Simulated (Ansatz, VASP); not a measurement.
## InSe in VASP and in Ansatz

```
CELL_PARAMETERS angstrom
4.02661 0.00000 0.00000
-2.01331 3.48715 0.00000
0.00000 0.00000 28.27071
ATOMIC_POSITIONS crystal
Se 0.00000 0.00000 0.15918
Se 0.00000 0.00000 0.34967
Se 0.22222 0.44444 0.46675
Se 0.22222 0.44444 0.65724
In 0.66667 0.33333 0.20500
In 0.66667 0.33333 0.30385
In 0.55556 0.11111 0.51257
In 0.55556 0.11111 0.61142
```

Alike in both runs: task single point; functional PBE; dispersion D3(BJ); k mesh 9 × 9 × 1; occupations gaussian, width 0.05 eV; no spin polarisation.

|  | VASP | Ansatz |
| --- | --- | --- |
| version | VASP 6.6.1 | Ansatz 0.2.0 |
| potentials or method | VASP PAW PBE potentials, release 64 (Se, In_d), cutoff 520 eV | scalar-relativistic, plane waves, PAW |
| valence electrons in the cell | 76 | 116 |

```tsv
	VASP	Ansatz	Ansatz less VASP
gap on the k mesh at the Fermi level (eV)	1.12	1.13	+0.010
least direct gap on the mesh (eV)	1.17	1.18	+0.009
rms of the force components (eV/Å)	0.020	0.020	-0.0005
```

VASP's potentials hold 76 valence electrons a cell and Ansatz's 116, so a difference there can come from the potentials and not from the codes.
